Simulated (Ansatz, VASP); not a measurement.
# ZnCu: VASP beside Ansatz

```
Zn Cu
1.0
     3.07932    0.05236   -0.00318
     0.05236    3.00393   -0.02197
    -0.00318   -0.02197    3.10527
Zn Cu
1 1
Direct
  0.47440 0.43580 0.45071
  0.02560 0.06420 0.04929
```

Change from the starting cell: all atoms moved at random, cell strained at random.

Alike in both runs: task single point; functional PBE; k mesh 12 × 12 × 12; occupations gaussian, width 0.1 eV; no spin polarisation.

```csv
,VASP,Ansatz
version,VASP 6.6.1,Ansatz 0.2.0
potentials or method,"VASP PAW PBE potentials, release 64 (Zn, Cu), cutoff 520 eV","scalar-relativistic, plane waves, PAW"
valence electrons in the cell,23,31
```

|  | VASP | Ansatz | Ansatz less VASP |
| --- | --- | --- | --- |
| gap on the k mesh at the Fermi level (eV) | none | none | - |
| pressure (GPa) | 3.0 | 2.3 | -0.71 |
| traceless stress, the component that is largest in VASP (GPa) | 9.10 | 8.96 | -0.133 |
| rms of the force components (eV/Å) | 1.460 | 1.433 | -0.0275 |

Atom by atom the forces differ by 0.027 eV/Å (rms over components). A gap of «none» marks a metal or a gap that the smearing closes. With one functional, cell and mesh, what is left measures potentials, basis and numerics. VASP's potentials hold 23 valence electrons a cell and Ansatz's 31, so a difference there can come from the potentials and not from the codes.
